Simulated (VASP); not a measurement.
# BAs (F-43m) in VASP: notebook

The runs below take BAs through single point, relaxation of the atoms, with LDA.

Everything below comes from runs of VASP 6.6.1. Logs are shortened: lines on timing, memory, paths and dates and some standing lists are left out, and cuts for length are marked.

## 1. The cell of the first run

The structure is cubic, space group F-43m (No. 216). Conventional cell: a = 4.685 Å, b = 4.685 Å, c = 4.685 Å, α = 90.00°, β = 90.00°, γ = 90.00°. B (site symmetry -43m) has 4 As at 2.03 Å within 2.7 Å. As (site symmetry -43m) has 4 B at 2.03 Å within 2.7 Å.

## 2. Single point, LDA

Contents of INCAR:

```
PREC = Accurate
ENCUT = 500
EDIFF = 1E-6
ISMEAR = 0
SIGMA = 0.01
LREAL = F
LASPH = T
NELM = 120
ALGO = Normal
ISIF = 2
LWAVE = F
LCHARG = F
NBANDS = 11
GGA_COMPAT = F
```

Contents of KPOINTS:

```
Automatic mesh
0
Gamma
  8 8 8
```

Contents of POSCAR:

```
BAs
1.0
    0.0000000000      2.3423282247      2.3423282247
    2.3423282247      0.0000000000      2.3423282247
    2.3423282247      2.3423282247      0.0000000000
B As
1 1
Direct
    0.0000000000      0.0000000000      0.0000000000
    0.2500000000      0.2500000000      0.2500000000
```

Potentials or basis: VASP PAW LDA potentials, release 64 (B, As).

The run is started by

```
> cat potpaw_LDA.64/B/POTCAR potpaw_LDA.64/As/POTCAR > POTCAR
> mpirun -np 1 vasp_std > vasp.out
```

OUTCAR:

```text
PREC = Accurate
   ENCUT = 500
   EDIFF = 1E-6
   ISMEAR = 0
   LREAL = F
   LASPH = T
   NELM = 120
   ISIF = 2

 ion  position               nearest neighbor table
   1  0.000  0.000  0.000-   2 2.03   2 2.03   2 2.03   2 2.03
   2  0.250  0.250  0.250-   1 2.03   1 2.03   1 2.03   1 2.03

  LATTYP: Found a face centered cubic cell.
 ALAT       =     4.6846564494

  Lattice vectors:

 A1 = (   0.0000000000,   2.3423282247,   2.3423282247)
 A2 = (   2.3423282247,   0.0000000000,   2.3423282247)
 A3 = (   2.3423282247,   2.3423282247,   0.0000000000)

Analysis of symmetry for initial positions (statically):
=====================================================================
 Subroutine PRICEL returns:
 Original cell was already a primitive cell.

 Routine SETGRP: Setting up the symmetry group for a
 face centered cubic supercell.

 Subroutine GETGRP returns: Found 24 space group operations
 (whereof 24 operations were pure point group operations)
 out of a pool of 48 trial point group operations.

The static configuration has the point symmetry T_d .

Analysis of symmetry for dynamics (positions and initial velocities):
=====================================================================
 Subroutine PRICEL returns:
 Original cell was already a primitive cell.

 Routine SETGRP: Setting up the symmetry group for a
 face centered cubic supercell.

 Subroutine GETGRP returns: Found 24 space group operations
 (whereof 24 operations were pure point group operations)
 out of a pool of 48 trial point group operations.

The dynamic configuration has the point symmetry T_d .

 Subroutine INISYM returns: Found 24 space group operations
 (whereof 24 operations are pure point group operations),
 and found     1 'primitive' translations

----------------------------------------------------------------------------------------

                                     Primitive cell

  volume of cell :      25.7024

  direct lattice vectors                    reciprocal lattice vectors
     0.000000000  2.342328225  2.342328225    -0.213462825  0.213462825  0.213462825
     2.342328225  0.000000000  2.342328225     0.213462825 -0.213462825  0.213462825
     2.342328225  2.342328225  0.000000000     0.213462825  0.213462825 -0.213462825

  length of vectors
     3.312552343  3.312552343  3.312552343     0.369728458  0.369728458  0.369728458

  position of ions in fractional coordinates (direct lattice)
     0.000000000  0.000000000  0.000000000
     0.250000000  0.250000000  0.250000000

  ion indices of the primitive-cell ions
   primitive index   ion index
                 1           1
                 2           2

----------------------------------------------------------------------------------------

 KPOINTS: Automatic mesh

Automatic generation of k-mesh.
 Grid dimensions read from file:
 generate k-points for:    8    8    8

 Generating k-lattice:

  Cartesian coordinates                     Fractional coordinates (reciprocal lattice)
    -0.026682853  0.026682853  0.026682853     0.125000000  0.000000000  0.000000000
     0.026682853 -0.026682853  0.026682853     0.000000000  0.125000000  0.000000000
     0.026682853  0.026682853 -0.026682853     0.000000000  0.000000000  0.125000000

  Length of vectors
     0.046216057  0.046216057  0.046216057

  Shift w.r.t. Gamma in fractional coordinates (k-lattice)
     0.000000000  0.000000000  0.000000000

 Subroutine IBZKPT returns following result:
 ===========================================

 Found     29 irreducible k-points:

 Following reciprocal coordinates:
            Coordinates               Weight
  0.000000  0.000000  0.000000      1.000000
  0.125000  0.000000  0.000000      8.000000
  0.250000  0.000000  0.000000      8.000000
  0.375000  0.000000  0.000000      8.000000
  0.500000  0.000000  0.000000      4.000000
  0.125000  0.125000  0.000000      6.000000
[... 16 lines left out ...]
  0.500000  0.250000  0.125000     48.000000
 -0.375000  0.250000  0.125000     24.000000
 [... further k-points ...]
   k-points           NKPTS =     29   k-points in BZ     NKDIM =     29   number of bands    NBANDS=     11
   number of dos      NEDOS =    301   number of ions     NIONS =      2
   total plane-waves  NPLWV =  13824
   dimension x,y,z NGX =    24 NGY =   24 NGZ =   24
   dimension x,y,z NGXF=    48 NGYF=   48 NGZF=   48
   ions per type =               1   1
   NGX,Y,Z   is equivalent  to a cutoff of  12.04, 12.04, 12.04 a.u.
   NGXF,Y,Z  is equivalent  to a cutoff of  24.09, 24.09, 24.09 a.u.
 SYSTEM =  unknown system
   PREC   = accura    normal or accurate (medium, high low for compatibility)
   ISTART =      0    job   : 0-new  1-cont  2-samecut
   ICHARG =      2    charge: 1-file 2-atom 10-const
   ISPIN  =      1    spin polarized calculation?
   LNONCOLLINEAR =      F non collinear calculations
   LSORBIT =      F    spin-orbit coupling
   LASPH  =      T    aspherical Exc in radial PAW
   ENCUT  =  500.0 eV  36.75 Ry    6.06 a.u.   6.04  6.04  6.04*2*pi/ulx,y,z
   NELM   =    120;   NELMIN=  2; NELMDL= -5     # of ELM steps
   EDIFF  = 0.1E-05   stopping-criterion for ELM
   LREAL  =      F    real-space projection
[... 7 lines left out ...]
   TEBEG  =    0.0;   TEEND  =   0.0 temperature during run
   PSTRESS=    0.0 pullay stress
   NELECT =       8.0000    total number of electrons
   NUPDOWN=      -1.0000    fix difference up-down
   EMIN   =  10.00;   EMAX   =-10.00  energy-range for DOS
   EFERMI =   0.00;   METHOD = LEGACY
   ISMEAR =     0;   SIGMA  =   0.01  broadening in eV -4-tet -1-fermi 0-gaus
   EFERMI_NEDOS =   21; number of points for ismear=-14 and -15
   IALGO  =     38    algorithm
   IMIX   =      4    mixing-type and parameters
     AMIX     =   0.40;   BMIX     =  1.00
     AMIX_MAG =   1.60;   BMIX_MAG =  1.00
  volume/ion in A,a.u.               =      12.85        86.72
  Fermi-wavevector in a.u.,A,eV,Ry     =   1.109465  2.096586 16.747593  1.230913
  Thomas-Fermi vector in A             =   2.246005
   LORBIT       =      0    0 simple, 1 ext, 2 COOP (PROOUT), +10 PAW based schemes
   GGA     = CA    functional components
   LHFCALC =     F    Hartree Fock is set to
   AEXX    =    0.0000 exact exchange contribution
   IVDW    =     0    specifies the selected vdW correction
   LEPSILON=     F    determine dielectric tensor
   LRPA    =     F    only Hartree local field effects (RPA)
 non-spin polarized calculation
 Gauss-broadening in eV      SIGMA  =   0.01
  energy-cutoff  :      500.00
  volume of cell :       25.70
 maximum number of plane-waves:       666
   NGX = 13   NGY = 13   NGZ = 13

 number of electron       8.0000001 magnetization

 Free energy of the ion-electron system (eV)
  ---------------------------------------------------
  ext. energy  EPLUGINS =         0.00000000
  ---------------------------------------------------
  free energy    TOTEN  =       -12.90683249 eV

  energy without entropy =      -12.90683249  energy(sigma->0) =      -12.90683249

 E-fermi :   6.9261     XC(G=0): -11.0293

 val. band max:        6.8353257884   @ k =   0.0000   0.0000   0.0000
 cond. band min:       7.9223608001   @ k =   0.3750   0.3750   0.0000
 fundamental gap:      1.0870350117
 Fermi energy:         6.9261065027

 k-point     1 :       0.0000    0.0000    0.0000
  band No.  band energies     occupation
      1      -9.0860      2.00000
      2       6.8353      2.00000
      3       6.8353      2.00000
      4       6.8353      2.00000
      5      10.1621      0.00000
      6      10.1621      0.00000
      7      10.1621      0.00000
      8      12.2878      0.00000
      9      16.4946      0.00000
     10      20.1151      0.00000
     11      20.1151      0.00000

 k-point     2 :       0.1250    0.0000    0.0000
  band No.  band energies     occupation
      1      -8.8167      2.00000
      2       4.8201      2.00000
      3       6.3680      2.00000
      4       6.3680      2.00000
      5      10.4212      0.00000
      6      10.7724      0.00000
      7      10.7724      0.00000
      8      13.3742      0.00000
      9      17.5051      0.00000
     10      18.6214      0.00000
     11      18.6214      0.00000

 k-point     3 :       0.2500    0.0000    0.0000
  band No.  band energies     occupation
      1      -8.0301      2.00000
      2       1.7219      2.00000
      3       5.6192      2.00000
      4       5.6192      2.00000
      5      10.1979      0.00000
      6      11.5876      0.00000
      7      11.5876      0.00000
      8      15.0488      0.00000
      9      18.2236      0.00000
     10      18.2236      0.00000
     11      18.2838      0.00000

 k-point     4 :       0.3750    0.0000    0.0000
  band No.  band energies     occupation
      1      -6.8491      2.00000
      2      -0.9949      2.00000
      3       5.0967      2.00000
      4       5.0967      2.00000
      5       9.9663      0.00000
      6      11.7262      0.00000
      7      11.7262      0.00000
      8      15.6812      0.00000
      9      18.9149      0.00000
     10      19.7820      0.00000
     11      19.7820      0.00000
[... 239 lines left out ...]
 k-point    22 :       0.3750    0.2500    0.1250
  band No.  band energies     occupation
      1      -7.3420      2.00000
      2       1.5389      2.00000
      3       2.8898      2.00000
      4       4.7075      2.00000
      5      10.0793      0.00000
      6      12.3824      0.00000
      7      12.7777      0.00000
      8      14.2760      0.00000
      9      17.8419      0.00000
     10      20.4236      0.00000
     11      21.5003      0.00000

 k-point    23 :       0.5000    0.2500    0.1250
  band No.  band energies     occupation
      1      -6.2009      2.00000
      2      -0.5618      2.00000
      3       2.1739      2.00000
      4       3.9299      2.00000
      5      10.7239      0.00000
      6      12.0620      0.00000
      7      13.5329      0.00000
      8      15.1668      0.00000
      9      18.4586      0.00000
     10      20.5162      0.00000
     11      22.7453      0.00000

 k-point    24 :      -0.3750    0.2500    0.1250
  band No.  band energies     occupation
      1      -5.4079      2.00000
      2      -1.7866      2.00000
      3       2.0684      2.00000
      4       3.5620      2.00000
      5      10.8335      0.00000
      6      11.7432      0.00000
      7      14.5572      0.00000
      8      16.1325      0.00000
      9      17.3583      0.00000
     10      21.3362      0.00000
     11      22.3736      0.00000

 [... further k-points ...]

------------------------ aborting loop because EDIFF is reached ----------------------------------------

  FORCE on cell =-STRESS in cart. coord.  units (eV):
  Direction    XX          YY          ZZ          XY          YZ          ZX
  --------------------------------------------------------------------------------------
  -------------------------------------------------------------------------------------
  Total        0.9367093      0.9367093      0.9367093      0.0000000      0.0000000     -0.0000000
  in kB       58.3904951     58.3904951     58.3904951      0.0000000      0.0000000     -0.0000000
  external PRESSURE =      58.3904951 kB  Pullay stress =       0.0000000 kB

 VOLUME and BASIS-vectors are now :
 -----------------------------------------------------------------------------
  energy-cutoff  :      500.00
  volume of cell :       25.70
      direct lattice vectors                 reciprocal lattice vectors
     0.000000000  2.342328225  2.342328225    -0.213462825  0.213462825  0.213462825
     2.342328225  0.000000000  2.342328225     0.213462825 -0.213462825  0.213462825
     2.342328225  2.342328225  0.000000000     0.213462825  0.213462825 -0.213462825

 POSITION                                       TOTAL-FORCE (eV/Angst)
 -----------------------------------------------------------------------------------
      0.00000      0.00000      0.00000         0.000000      0.000000     -0.000000
      1.17116      1.17116      1.17116        -0.000000     -0.000000      0.000000
 -----------------------------------------------------------------------------------
    total drift:                                0.000000      0.000000      0.000000

  FREE ENERGIE OF THE ION-ELECTRON SYSTEM (eV)
  ---------------------------------------------------
  free  energy   TOTEN  =       -12.9068324918 eV

  energy  without entropy=      -12.9068324918  energy(sigma->0) =      -12.90683249
```

It took 4.7 s on 1 thread of Intel Xeon Platinum 8259CL at 2.50GHz (Skylake/Cascade Lake), shared host; peak memory 0.13 GiB.

What came out:

```yaml
Free_energy: -12.9068 eV
Pressure: 5.8 GPa
Band_gap_on_the_k_mesh: 1.09 eV (least direct gap 3.33 eV)
```

Caveat: the cell stands under pressure. A k mesh can miss the band edges.

## 3. Relaxation of the atoms, LDA (strained cell)

Contents of INCAR:

```
  ALGO = Normal
  EDIFF = 1E-7
  EDIFFG = -0.002
  ENCUT = 450
  GGA = CA
  GGA_COMPAT = F
  IBRION = 2
  ISIF = 2
  ISMEAR = 0
  LASPH = T
  LCHARG = F
  LREAL = F
  LWAVE = F
  NELM = 120
  NELMIN = 4
  NSW = 60
  PREC = Accurate
  SIGMA = 0.02
```

Contents of KPOINTS:

```
k-points
0
Gamma
  8 8 8
```

POSCAR is that of step 2.

Potentials or basis: VASP PAW LDA potentials, release 64 (B, As).

The run is started by

```
> cat potpaw_LDA.64/B/POTCAR potpaw_LDA.64/As/POTCAR > POTCAR
> mpirun -np 1 vasp_std > vasp.out
```

Run time: 4 s. Hardware: 1 thread of Intel Xeon Platinum 8259CL at 2.50GHz (Skylake/Cascade Lake), shared host; peak memory 0.12 GiB.

Results (log left out):

```yaml
Free_energy: -12.9065 eV
Pressure_after_relaxing: 5.9 GPa
Band_gap_on_the_k_mesh: 1.09 eV (least direct gap 3.33 eV)
```

Final structure:
```
CELL_PARAMETERS angstrom
0.00000 2.34233 2.34233
2.34233 0.00000 2.34233
2.34233 2.34233 0.00000
ATOMIC_POSITIONS crystal
B 0.00000 0.00000 0.00000
As 0.25000 0.25000 0.25000
```

Levels at points of the mesh, in eV from the valence-band top:
```tsv
k point	band 1	band 2	band 3	band 4	band 5	band 6	band 7	band 8
(0.00, 0.00, 0.00)	-15.92	0.00	0.00	0.00	3.33	3.33	3.33	5.45
(0.50, 0.00, 0.00)	-12.85	-9.20	-1.92	-1.92	3.05	4.82	4.82	8.81
(0.50, 0.50, 0.00)	-11.48	-8.76	-4.33	-4.33	1.29	1.34	11.80	11.80
```

Caveat: the cell differs from its parent crystal (strained cell); the relaxation stopped at its first step, so nothing moved. A k mesh can miss the band edges.
